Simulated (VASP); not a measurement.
Input of a VASP 6.6.1 run:

INCAR

```
PREC     = Accurate       # precision mode
ENCUT    = 600            # plane-wave cutoff, eV
EDIFF    = 1E-6           # SCF threshold, eV
ISMEAR   = 0              # smearing method
SIGMA    = 0.2            # smearing width, eV
LREAL    = False          # projectors in reciprocal space
LASPH    = True           # aspherical terms in the spheres
NELM     = 100            # most SCF steps
ALGO     = Normal         # electronic algorithm
ISIF     = 3              # what is computed and relaxed
LWAVE    = False          # write WAVECAR
LCHARG   = False          # write CHGCAR
GGA      = PE             # functional
IBRION   = 2              # ionic algorithm
NSW      = 36             # ionic steps
EDIFFG   = -0.08          # ionic threshold
```

The input KPOINTS:

```
regular mesh
0
Gamma
  4 4 4
```

Contents of POSCAR:

```
HfZr4C3
1.0
   -3.2440862600      3.2440862600      3.4612886600
    3.2440862600     -3.2440862600      3.4612886600
    3.2440862600      3.2440862600     -3.4612886600
Zr Hf C
4 1 3
Direct
    0.2757073600      0.2757073600      0.5514147300
    0.7242926400      0.7242926400      0.4485852700
    0.2757073600      0.7242926400      0.0000000000
    0.7242926400      0.2757073600      0.0000000000
    0.0000000000      0.0000000000      0.0000000000
    0.7500000000      0.2500000000      0.5000000000
    0.2500000000      0.7500000000      0.5000000000
    0.5000000000      0.5000000000      0.0000000000
```

Potentials or basis: VASP PAW PBE potentials, release 64 (Zr_sv, Hf_pv, C).

Run with:

```console
$ cat potpaw_PBE.64/Zr_sv/POTCAR potpaw_PBE.64/Hf_pv/POTCAR potpaw_PBE.64/C/POTCAR > POTCAR
$ mpirun -np 1 vasp_std > vasp.out
```

(1) Predict the relaxed cell.

(2) Estimate the space group after relaxing (to 0.1 Å).

(3) Predict the relaxed volume.

(4) Estimate the band gap on the k mesh.

Results:

(1) a = 5.586 Å, b = 5.586 Å, c = 5.586 Å, α = 102.94°, β = 102.94°, γ = 123.52°.

(2) I4/mmm (No. 139).

(3) 16.00 Å³/atom.

(4) zero (bands 35 and 36 overlap by 0.77 eV).

Caveat: spin-orbit coupling is left out, which moves the levels of the heavy elements.
